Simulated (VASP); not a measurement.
# NaI: single point with PBE

NaI:

```
Na I
1.0
     0.00000    3.22972    3.24587
     3.22972    0.00000    3.24587
     3.22972    3.22972    0.00000
Na I
1 1
Direct
  0.00000 0.00000 0.00000
  0.50000 0.50000 0.50000
```

This cell differs from its parent crystal: uniaxial z strain +0.5%.

```json
{
 "Program": "VASP 6.6.1",
 "Task": "single point",
 "Functional": "PBE",
 "Potentials or basis": "VASP PAW PBE potentials, release 64 (Na_pv, I)",
 "Cutoff": "520 eV",
 "k mesh": "8 × 8 × 8",
 "Occupations": "fermi-dirac, width 0.02 eV",
 "Spin": "no spin polarisation",
 "Dipole correction": "no",
 "Further INCAR settings": "ALGO = Normal; EDIFF = 1e-07; NBANDS = 14"
}
```

```yaml
Pressure: 0.5 GPa
Band_gap_on_the_k_mesh: 3.64 eV
```

Stress tensor (GPa, compression positive):
```
0.49 0.00 0.00
0.00 0.49 0.00
0.00 0.00 0.37
```

Levels at points of the mesh, in eV from the valence-band top:
```csv
k point,band 4,band 5,band 6,band 7,band 8,band 9,band 10,band 11
"(0.00, 0.00, 0.00)",-11.02,-0.01,-0.01,0.00,3.64,7.90,7.94,7.94
"(0.50, 0.00, 0.00)",-10.71,-2.19,-0.29,-0.28,5.09,7.42,7.46,8.73
"(0.50, 0.50, 0.00)",-10.64,-1.91,-0.74,-0.74,4.49,5.56,9.85,11.32
"(0.50, 0.00, 0.50)",-10.63,-1.91,-0.76,-0.74,4.49,5.54,9.89,11.26
```

Wall time 22 s on 1 thread of Intel(R) Xeon(R) 6975P-C (Granite Rapids), on a shared host, peak memory 0.23 GiB.

Caveat: the cell differs from its parent crystal (uniaxial z strain +0.5%); spin-orbit coupling is left out, which moves the levels of the heavy elements.
